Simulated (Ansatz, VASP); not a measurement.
One calculation of Ti, two programs

The input INCAR:

```
SYSTEM = Ti
PREC     = Accurate       ! precision mode
ENCUT    = 520            ! plane-wave cutoff, eV
EDIFF    = 1E-7           ! SCF threshold, eV
ISMEAR   = -1             ! smearing method
SIGMA    = 0.1            ! smearing width, eV
LREAL    = .FALSE.        ! projectors in reciprocal space
LASPH    = .TRUE.         ! aspherical terms in the spheres
NELM     = 100            ! most SCF steps
ALGO     = Normal         ! electronic algorithm
ISIF     = 2              ! what is computed and relaxed
LWAVE    = .FALSE.        ! write WAVECAR
LCHARG   = .FALSE.        ! write CHGCAR
GGA      = B5             ! functional
ALDAX    = 1.0          
AGGAX    = 1.0          
AGGAC    = 1.0          
ALDAC    = 0.0          
NBANDS   = 32             ! bands
```

KPOINTS

```
Automatic mesh
0
G
  14 14 4
  0 0 0
```

POSCAR

```
Ti
1.0
    2.9952495284      0.0000000000      0.0000000000
   -1.4976247642      2.5939621823      0.0000000000
    0.0000000000      0.0000000000      9.5836972983
Ti
4
Direct
    1.0000000000      0.0000000000      0.0000000000
    1.0000000000      1.0000000000      0.5000000000
    0.3333333333      0.6666666667      0.2500000000
    0.6666666667      0.3333333333      0.7500000000
```

Input for Ansatz:

```yaml
crystal:
  lattice:
    - [2.9952495284, 0.0, 0.0]
    - [-1.4976247642, 2.5939621823, 0.0]
    - [0.0, 0.0, 9.5836972983]
  atoms:
    - { symbol: Ti, position: [1.0, 0.0, 0.0] }
    - { symbol: Ti, position: [1.0, 1.0, 0.5] }
    - { symbol: Ti, position: [0.3333333333, 0.6666666667, 0.25] }
    - { symbol: Ti, position: [0.6666666667, 0.3333333333, 0.75] }
hamiltonian:
  xc: blyp
  pseudopotentials:
    kind: paw
    azcp:
      Ti: "pseudopotentials/Ti.paw.azcp"
basis:
  ecutwfc: 420
  fft_grid_basis: typed
kpoints:
  mp_grid: { grid: [14, 14, 4], shift: [0, 0, 0] }
magnetization:
  spin_polarized: false
scf:
  occupations: { method: fermi_dirac, width: 0.1 }
  lower_state_search: "off"
output:
  stress: true
```

Alike in both runs: task single point; functional BLYP; k mesh 14 × 14 × 4; occupations fermi-dirac, width 0.1 eV; no spin polarisation.

|  | VASP | Ansatz |
| --- | --- | --- |
| version | VASP 6.6.1 | Ansatz 0.2.0 |
| potentials or method | VASP PAW PBE potentials, release 64 (Ti_sv), cutoff 520 eV | plane waves (420 eV) with PAW, scalar-relativistic |
| valence electrons in the cell | 48 | 48 |

```csv
,VASP,Ansatz,Ansatz less VASP
pressure (GPa),-3.7,-3.7,-0.01
"traceless stress, the component that is largest in VASP (GPa)",-0.05,-0.05,-0.008
```

VASP's potentials were made for PBE, not for BLYP. With one functional, cell and mesh, what is left measures potentials, basis and numerics.
